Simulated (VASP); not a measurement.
**BaZrO3: single point with PBE**

Crystal: BaZrO3.

```
Ba Zr O
1.0
     4.21239    0.00000    0.00000
     0.00000    4.21239    0.00000
     0.00000    0.00000    4.21239
Ba Zr O
1 1 3
Cartesian
  0.0000 0.0000 0.0000
  2.1062 2.1062 2.1062
  2.1062 0.0000 2.1062
  2.1062 2.1062 0.0000
  0.0000 2.1062 2.1062
```

```json
{"Program": "VASP 6.6.1", "Task": "single point", "Functional": "PBE", "Potentials or basis": "VASP PAW PBE potentials, release 64 (Ba_sv, Zr_sv, O)", "Cutoff": "520 eV", "k mesh": "4 × 4 × 4", "Occupations": "gaussian, width 0.1 eV", "Spin": "no spin polarisation", "Dipole correction": "no", "Further INCAR settings": "ALGO = Normal; EDIFF = 1e-06; NBANDS = 28"}
```

```
Pressure               : 2.6 GPa
Band gap on the k mesh : 3.15 eV, indirect (least direct gap 3.39 eV)
```

Levels at points of the mesh, in eV from the valence-band top:
```
           k point  band 16  band 17  band 18  band 19  band 20  band 21  band 22  band 23  band 24  band 25
(0.00, 0.00, 0.00)    -0.96    -0.96    -0.24    -0.24    -0.24     3.15     3.15     3.15     4.63     4.63
(0.50, 0.00, 0.00)    -1.71    -1.71    -1.64    -0.47    -0.47     3.58     5.61     5.61     6.37     6.61
(0.50, 0.50, 0.00)    -2.36    -0.93    -0.93    -0.83    -0.08     5.58     5.58     6.36     6.40     7.58
(0.50, 0.50, 0.50)    -2.53    -2.53     0.00     0.00     0.00     5.92     5.92     5.92     6.86     6.86
```

Wall time 8 s on 1 thread of Intel(R) Xeon(R) 6975P-C (Granite Rapids) (shared host), peak memory 0.18 GiB.

Caveat: spin-orbit coupling is left out, which moves the levels of the heavy elements. PBE gaps usually lie below the measured ones, often by a third to a half.
